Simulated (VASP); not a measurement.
# InSe (Cm) in VASP: single point with PBEsol

Aim: the single point of InSe with PBEsol.

Program: VASP 6.6.1. These are calculated values, not measurements. Logs are shortened: lines on timing, memory, paths and dates and some standing lists are left out, and cuts for length are marked.

## Step 1: The cell of the first run

It takes space group Cm (No. 8, monoclinic). Conventional cell: a = 6.883 Å, b = 3.974 Å, c = 8.447 Å, α = 90.00°, β = 105.76°, γ = 90.00°. In (site symmetry m) has 3 Se at 2.63 Å and 1 In at 2.76 Å within 3.5 Å. Within 3.5 Å of In (site symmetry m) lie 3 Se at 2.63 Å and 1 In at 2.76 Å. Se (site symmetry m) has 3 In at 2.63 Å and 3 Se at 3.61 to 3.63 Å within 3.7 Å. Within 3.7 Å of Se (site symmetry m) lie 3 In at 2.63 Å and 3 Se at 3.61 to 3.63 Å.

## Step 2: Single point, PBEsol

INCAR

```
PREC     = Accurate       # precision mode
ENCUT    = 500            # plane-wave cutoff, eV
EDIFF    = 1E-6           # SCF threshold, eV
ISMEAR   = 0              # smearing method
SIGMA    = 0.01           # smearing width, eV
LREAL    = Auto         
LASPH    = True           # aspherical terms in the spheres
NELM     = 120            # most SCF steps
ALGO     = Normal         # electronic algorithm
ISIF     = 2              # what is computed and relaxed
LWAVE    = False          # write WAVECAR
LCHARG   = False          # write CHGCAR
GGA      = PS             # functional
NBANDS   = 195            # bands
GGA_COMPAT= False
```

KPOINTS

```
Automatic mesh
0
Gamma
  1 1 2
  0.25 0.25 0.25
```

POSCAR

```
InSe
1.0
   -5.9605449800     10.3239667539      0.0000000009
  -11.9210899667      0.0000000019     -0.0000000009
   -1.9868483290      1.1471074167      8.1298164550
In Se
18 18
Direct
    0.2951912563      0.2951912563      0.3380340670
    0.3341091069      0.3341091069      0.9986499372
    0.2951912563      0.6285245896      0.3380340670
    0.3341091069      0.6674424402      0.9986499372
    0.2951912563      0.9618579230      0.3380340670
    0.3341091069      0.0007757736      0.9986499372
    0.6285245896      0.2951912563      0.3380340670
    0.6674424402      0.3341091069      0.9986499372
    0.6285245896      0.6285245896      0.3380340670
    0.6674424402      0.6674424402      0.9986499372
    0.6285245896      0.9618579230      0.3380340670
    0.6674424402      0.0007757736      0.9986499372
    0.9618579230      0.2951912563      0.3380340670
    0.0007757736      0.3341091069      0.9986499372
    0.9618579230      0.6285245896      0.3380340670
    0.0007757736      0.6674424402      0.9986499372
    0.9618579230      0.9618579230      0.3380340670
    0.0007757736      0.0007757736      0.9986499372
    0.1294922681      0.1294922681      0.8400341649
    0.0553080387      0.0553080387      0.4963758009
    0.1294922681      0.4628256015      0.8400341649
    0.0553080387      0.3886413720      0.4963758009
    0.1294922681      0.7961589348      0.8400341649
    0.0553080387      0.7219747053      0.4963758009
    0.4628256015      0.1294922681      0.8400341649
    0.3886413720      0.0553080387      0.4963758009
    0.4628256015      0.4628256015      0.8400341649
    0.3886413720      0.3886413720      0.4963758009
    0.4628256015      0.7961589348      0.8400341649
    0.3886413720      0.7219747053      0.4963758009
    0.7961589348      0.1294922681      0.8400341649
    0.7219747053      0.0553080387      0.4963758009
    0.7961589348      0.4628256015      0.8400341649
    0.7219747053      0.3886413720      0.4963758009
    0.7961589348      0.7961589348      0.8400341649
    0.7219747053      0.7219747053      0.4963758009
```

Potentials or basis: VASP PAW PBE potentials, release 64 (In_d, Se).

On the command line:

```sh
> cat potpaw_PBE.64/In_d/POTCAR potpaw_PBE.64/Se/POTCAR > POTCAR
> mpirun -np 1 vasp_std > vasp.out
```

OUTCAR:

```text
PREC = Accurate
   ENCUT = 500
   EDIFF = 1E-6
   ISMEAR = 0
   LREAL = Auto
   LASPH = True
   NELM = 120
   ISIF = 2
   GGA = PS

 ion  position               nearest neighbor table
   1  0.295  0.295  0.338-  28 2.63  26 2.63  22 2.63   2 2.76   3 3.97   5 3.97   7 3.97  13 3.97
                            15 3.97  11 3.97
   2  0.334  0.334  0.999-  27 2.63  21 2.63  25 2.63   1 2.76   4 3.97   6 3.97   8 3.97  14 3.97
                            16 3.97  12 3.97
   3  0.295  0.629  0.338-  30 2.63  28 2.63  24 2.63   4 2.76   1 3.97   9 3.97  15 3.97   7 3.97
                            17 3.97   5 3.97
   4  0.334  0.667  0.999-  29 2.63  27 2.63  23 2.63   3 2.76   2 3.97  10 3.97  16 3.97   8 3.97
                            18 3.97   6 3.97
   5  0.295  0.962  0.338-  26 2.63  20 2.63  30 2.63   6 2.76   1 3.97  11 3.97  17 3.97  13 3.97
                             9 3.97   3 3.97
   6  0.334  0.001  0.999-  25 2.63  19 2.63  29 2.63   5 2.76   2 3.97  12 3.97  18 3.97  14 3.97
                            10 3.97   4 3.97
   7  0.629  0.295  0.338-  34 2.63  32 2.63  28 2.63   8 2.76   9 3.97  11 3.97   1 3.97   3 3.97
                            17 3.97  13 3.97
   8  0.667  0.334  0.999-  33 2.63  27 2.63  31 2.63   7 2.76  10 3.97  12 3.97   2 3.97   4 3.97
                            18 3.97  14 3.97
   9  0.629  0.629  0.338-  36 2.63  34 2.63  30 2.63  10 2.76   7 3.97   3 3.97  13 3.97   5 3.97
[... 23 lines left out ...]
  23  0.129  0.796  0.840-  16 2.63   4 2.63  18 2.63
  24  0.055  0.722  0.496-  15 2.63   3 2.63  17 2.63
[... 10 lines left out ...]
  35  0.796  0.796  0.840-  10 2.63  16 2.63  12 2.63
  36  0.722  0.722  0.496-   9 2.63  11 2.63  15 2.63

  LATTYP: Found a base centered monoclinic cell.
 ALAT       =    20.6479335029
 B/A-ratio  =     0.5773502693
 C/A-ratio  =     0.4091124774
 COS(beta)  =    -0.2715906195

  Lattice vectors:

 A1 = (   5.9605449800, -10.3239667539,  -0.0000000009)
 A2 = (  11.9210899667,  -0.0000000019,   0.0000000009)
 A3 = (  -1.9868483290,   1.1471074167,   8.1298164550)

Analysis of symmetry for initial positions (statically):
=====================================================================
 Subroutine PRICEL returns following result:

  LATTYP: Found a trigonal (rhomboedric) cell.
 ALAT       =     8.4473272278
 COS(alpha) =     0.8893578032

  Lattice vectors:

 A1 = (  -0.0000000025,  -2.2942148343,   8.1298164547)
 A2 = (   1.9868483262,   1.1471074161,   8.1298164553)
 A3 = (  -1.9868483290,   1.1471074167,   8.1298164550)

   9 primitive cells build up your supercell.

 Routine SETGRP: Setting up the symmetry group for a
 base centered monoclinic supercell.

 Subroutine GETGRP returns: Found  2 space group operations
 (whereof  2 operations were pure point group operations)
 out of a pool of  4 trial point group operations.

The static configuration has the point symmetry C_1h.

Analysis of symmetry for dynamics (positions and initial velocities):
=====================================================================
 Subroutine PRICEL returns following result:

  LATTYP: Found a trigonal (rhomboedric) cell.
 ALAT       =     8.4473272278
 COS(alpha) =     0.8893578032

  Lattice vectors:

 A1 = (  -0.0000000025,  -2.2942148343,   8.1298164547)
 A2 = (   1.9868483262,   1.1471074161,   8.1298164553)
 A3 = (  -1.9868483290,   1.1471074167,   8.1298164550)

   9 primitive cells build up your supercell.

 Routine SETGRP: Setting up the symmetry group for a
 base centered monoclinic supercell.

 Subroutine GETGRP returns: Found  2 space group operations
 (whereof  2 operations were pure point group operations)
 out of a pool of  4 trial point group operations.

The dynamic configuration has the point symmetry C_1h.

 Subroutine INISYM returns: Found  2 space group operations
 (whereof  2 operations are pure point group operations),
 and found     9 'primitive' translations

----------------------------------------------------------------------------------------

                                     Primitive cell

  volume of cell :     111.1734

  direct lattice vectors                    reciprocal lattice vectors
    -0.000000003 -2.294214834  8.129816455    -0.000000000 -0.290585980  0.041001336
     1.986848326  1.147107416  8.129816455     0.251654841  0.145292990  0.041001336
    -1.986848329  1.147107417  8.129816455    -0.251654841  0.145292990  0.041001336

  length of vectors
     8.447327228  8.447327228  8.447327228     0.293464345  0.293464345  0.293464345

  position of ions in fractional coordinates (direct lattice)
     0.114426231  0.114426231  0.109181605
     0.997672679  0.997672679  0.003304579
     0.611523196  0.611523196  0.616987774
     0.834075884  0.834075884  0.828224033

  ion indices of the primitive-cell ions
   primitive index   ion index
                 1           1
                 2           2
                 3          19
                 4          28

----------------------------------------------------------------------------------------

 KPOINTS: Automatic mesh

Automatic generation of k-mesh.
 Grid dimensions read from file:
 generate k-points for:    1    1    2

 Generating k-lattice:

  Cartesian coordinates                     Fractional coordinates (reciprocal lattice)
     0.000000000  0.096861993 -0.013667112     1.000000000  0.000000000  0.000000000
    -0.083884947 -0.048430997 -0.013667112     0.000000000  1.000000000  0.000000000
    -0.000000000 -0.000000000  0.061502003     0.000000000  0.000000000  0.500000000

  Length of vectors
     0.097821448  0.097821448  0.061502003

  Shift w.r.t. Gamma in fractional coordinates (k-lattice)
     0.250000000  0.250000000  0.250000000

 Subroutine IBZKPT returns following result:
 ===========================================

 Found      2 irreducible k-points:

 Following reciprocal coordinates:
            Coordinates               Weight
  0.250000  0.250000  0.125000      2.000000
  0.250000  0.250000 -0.375000      2.000000
   k-points           NKPTS =      2   k-points in BZ     NKDIM =      2   number of bands    NBANDS=    195
   number of dos      NEDOS =    301   number of ions     NIONS =     36
   total plane-waves  NPLWV = 518400
   dimension x,y,z NGX =    90 NGY =   90 NGZ =   64
   dimension x,y,z NGXF=   180 NGYF=  180 NGZF=  128
   ions per type =              18  18
   NGX,Y,Z   is equivalent  to a cutoff of  12.55, 12.55, 12.60 a.u.
   NGXF,Y,Z  is equivalent  to a cutoff of  25.10, 25.10, 25.19 a.u.
 SYSTEM =  unknown system
   PREC   = accura    normal or accurate (medium, high low for compatibility)
   ISTART =      0    job   : 0-new  1-cont  2-samecut
   ICHARG =      2    charge: 1-file 2-atom 10-const
   ISPIN  =      1    spin polarized calculation?
   LNONCOLLINEAR =      F non collinear calculations
   LSORBIT =      F    spin-orbit coupling
   LASPH  =      T    aspherical Exc in radial PAW
   ENCUT  =  500.0 eV  36.75 Ry    6.06 a.u.  21.73 21.73 15.40*2*pi/ulx,y,z
   NELM   =    120;   NELMIN=  2; NELMDL= -5     # of ELM steps
   EDIFF  = 0.1E-05   stopping-criterion for ELM
   LREAL  =      T    real-space projection
   EDIFFG = 0.1E-04   stopping-criterion for IOM
   NSW    =      0    number of steps for IOM
   IBRION =     -1    ionic relax: 0-MD 1-quasi-New 2-CG
   NFREE  =      0    steps in history (QN), initial steepest desc. (CG)
   ISIF   =      2    stress and relaxation
   ISYM   =      2    0-nonsym 1-usesym 2-fastsym
   POTIM  = 0.5000    time-step for ionic-motion
   TEBEG  =    0.0;   TEEND  =   0.0 temperature during run
   PSTRESS=    0.0 pullay stress
   NELECT =     342.0000    total number of electrons
   NUPDOWN=      -1.0000    fix difference up-down
   EMIN   =  10.00;   EMAX   =-10.00  energy-range for DOS
   EFERMI =   0.00;   METHOD = LEGACY
   ISMEAR =     0;   SIGMA  =   0.01  broadening in eV -4-tet -1-fermi 0-gaus
   EFERMI_NEDOS =   21; number of points for ismear=-14 and -15
   IALGO  =     38    algorithm
   IMIX   =      4    mixing-type and parameters
     AMIX     =   0.40;   BMIX     =  1.00
     AMIX_MAG =   1.60;   BMIX_MAG =  1.00
  volume/ion in A,a.u.               =      27.79       187.56
  Fermi-wavevector in a.u.,A,eV,Ry     =   1.144640  2.163057 17.826378  1.310202
  Thomas-Fermi vector in A             =   2.281332
   LORBIT       =      0    0 simple, 1 ext, 2 COOP (PROOUT), +10 PAW based schemes
   GGA     = PS    functional components
   LHFCALC =     F    Hartree Fock is set to
   AEXX    =    0.0000 exact exchange contribution
   IVDW    =     0    specifies the selected vdW correction
   LEPSILON=     F    determine dielectric tensor
   LRPA    =     F    only Hartree local field effects (RPA)
 non-spin polarized calculation
 Gauss-broadening in eV      SIGMA  =   0.01
  energy-cutoff  :      500.00
  volume of cell :     1000.56
 maximum number of plane-waves:     25413
 NGX is ok and might be reduce to    90
   NGX = 43   NGY = 43   NGZ = 31

 number of electron     341.9999998 magnetization

 Free energy of the ion-electron system (eV)
  ---------------------------------------------------
  ext. energy  EPLUGINS =         0.00000000
  ---------------------------------------------------
  free energy    TOTEN  =      -139.28035495 eV

  energy without entropy =     -139.28035495  energy(sigma->0) =     -139.28035495

 E-fermi :   4.4938     XC(G=0):  -9.3593

 val. band max:        4.4416690838   @ k =   0.2500   0.2500  -0.3750
 cond. band min:       5.4906971650   @ k =   0.2500   0.2500  -0.3750
 fundamental gap:      1.0490280812
 Fermi energy:         4.4938431318

 k-point     1 :       0.2500    0.2500    0.1250
  band No.  band energies     occupation
      1     -10.4810      2.00000
      2     -10.4810      2.00000
      3     -10.4737      2.00000
      4     -10.4658      2.00000
      5     -10.4658      2.00000
      6     -10.4166      2.00000
[... 175 lines left out ...]
    182       6.4371      0.00000
    183       6.5210      0.00000

 k-point     2 :       0.2500    0.2500   -0.3750
  band No.  band energies     occupation
      1     -10.4853      2.00000
      2     -10.4853      2.00000
      3     -10.4727      2.00000
      4     -10.4482      2.00000
      5     -10.4482      2.00000
      6     -10.4066      2.00000
[... 175 lines left out ...]
    182       6.6843      0.00000
    183       6.6843      0.00000
 [bands above 183 left out]

------------------------ aborting loop because EDIFF is reached ----------------------------------------

  FORCE on cell =-STRESS in cart. coord.  units (eV):
  Direction    XX          YY          ZZ          XY          YZ          ZX
  --------------------------------------------------------------------------------------
  -------------------------------------------------------------------------------------
  Total        8.8870087     13.9297342      5.9254628      4.3671284      0.4305424     -0.7457201
  in kB       14.2305893     22.3054047      9.4883250      6.9929953      0.6894190     -1.1941067
  external PRESSURE =      15.3414397 kB  Pullay stress =       0.0000000 kB

 VOLUME and BASIS-vectors are now :
 -----------------------------------------------------------------------------
  energy-cutoff  :      500.00
  volume of cell :     1000.56
      direct lattice vectors                 reciprocal lattice vectors
    -5.960544980 10.323966754  0.000000001     0.000000000  0.096861993 -0.013667112
   -11.921089967  0.000000002 -0.000000001    -0.083884947 -0.048430997 -0.013667112
    -1.986848329  1.147107417  8.129816455    -0.000000000 -0.000000000  0.123004007

 POSITION                                       TOTAL-FORCE (eV/Angst)
 -----------------------------------------------------------------------------------
     -5.95012      3.43531      2.74815        -0.000751      0.000433     -0.026558
     -7.95858      4.59489      8.11884        -0.009007      0.005200      0.027826
     -9.92382      3.43531      2.74815        -0.000751      0.000433     -0.026558
    -11.93228      4.59489      8.11884        -0.009007      0.005200      0.027826
    -13.89752      3.43531      2.74815        -0.000751      0.000433     -0.026558
     -3.98489      4.59489      8.11884        -0.009007      0.005200      0.027826
[... 28 lines left out ...]
    -15.90564      9.18313      6.82932         0.008042     -0.004643     -0.028263
    -13.89631      8.02304      4.03544         0.001715     -0.000990      0.026995
 -----------------------------------------------------------------------------------
    total drift:                               -0.058007      0.033490     -0.086510

  FREE ENERGIE OF THE ION-ELECTRON SYSTEM (eV)
  ---------------------------------------------------
  free  energy   TOTEN  =      -139.2803549501 eV

  energy  without entropy=     -139.2803549501  energy(sigma->0) =     -139.28035495
```

Run time: 17 min. Hardware: 1 thread of Intel Xeon 8259CL, shared host; peak memory 1 GiB.

Results:

```yaml
Free_energy: -139.2804 eV
Pressure: 1.5 GPa
Largest_force: 0.030 eV/Å
Band_gap_on_the_k_mesh: 1.05 eV
```

Forces on the atoms (eV/Å):
```
In  -0.001  0.000 -0.027
In  -0.009  0.005  0.028
In  -0.001  0.000 -0.027
In  -0.009  0.005  0.028
In  -0.001  0.000 -0.027
In  -0.009  0.005  0.028
In  -0.001  0.000 -0.027
In  -0.009  0.005  0.028
In  -0.001  0.000 -0.027
In  -0.009  0.005  0.028
In  -0.001  0.000 -0.027
In  -0.009  0.005  0.028
In  -0.001  0.000 -0.027
In  -0.009  0.005  0.028
In  -0.001  0.000 -0.027
In  -0.009  0.005  0.028
In  -0.001  0.000 -0.027
In  -0.009  0.005  0.028
Se   0.008 -0.005 -0.028
Se   0.002 -0.001  0.027
Se   0.008 -0.005 -0.028
Se   0.002 -0.001  0.027
Se   0.008 -0.005 -0.028
Se   0.002 -0.001  0.027
Se   0.008 -0.005 -0.028
Se   0.002 -0.001  0.027
Se   0.008 -0.005 -0.028
Se   0.002 -0.001  0.027
Se   0.008 -0.005 -0.028
Se   0.002 -0.001  0.027
Se   0.008 -0.005 -0.028
Se   0.002 -0.001  0.027
Se   0.008 -0.005 -0.028
Se   0.002 -0.001  0.027
Se   0.008 -0.005 -0.028
Se   0.002 -0.001  0.027
```

Caveat: the PAW data sets were made with another functional, which shifts forces and pressure a little; spin-orbit coupling is left out, which moves the levels of the heavy elements; a shifted mesh leaves out Γ, where band edges can lie.
